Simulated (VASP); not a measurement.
Here is a VASP 6.6.1 calculation.

Contents of POSCAR:

```
ZnS
1.0
    0.0000000000      2.8018492667      2.8018492667
    2.8018492667      0.0000000000      2.8018492667
    2.8018492667      2.8018492667      0.0000000000
Zn S
1 1
Direct
    0.0000000000      0.0000000000      0.0000000000
    0.2500000000      0.2500000000      0.2500000000
```

Contents of INCAR.step1:

```
PREC = Accurate ; ENCUT = 520
ISMEAR = 0 ; SIGMA = 0.01
LREAL = False ; LASPH = True
NELM = 100 ; NBANDS = 16
GGA = PE ; ALGO = Normal
EDIFF = 1E-4 ; LWAVE = True
LCHARG = False
```

The input INCAR.step2:

```
PREC = Accurate ; ENCUT = 520
EDIFF = 1E-6 ; ISMEAR = 0
SIGMA = 0.01 ; LREAL = False
LASPH = True ; NELM = 100
ALGO = Normal ; ISIF = 2
LWAVE = False ; LCHARG = True
METAGGA = R2SCAN ; LMIXTAU = True
LELF = True ; LVHAR = True
NBANDS = 16 ; ISTART = 1
```

The input KPOINTS:

```
regular mesh
0
Gamma
  8 8 8
```

Potentials or basis: VASP PAW PBE potentials, release 64 (Zn, S).

Run with:

```console
$ cat potpaw_PBE.64/Zn/POTCAR potpaw_PBE.64/S/POTCAR > POTCAR
$ cp INCAR.step1 INCAR
$ mpirun -np 1 vasp_std > vasp.out
$ cp INCAR.step2 INCAR
$ mpirun -np 1 vasp_std > vasp.out
```

(1) What does it give for the band gap on the k mesh?

(2) What does it give for the pressure?

## Answers

(1) 2.18 eV, direct.

(2) -7.1 GPa.

Caveat: the cell differs from its parent crystal (strain +4.0%); the PAW data sets were made with another functional, which shifts forces and pressure a little.
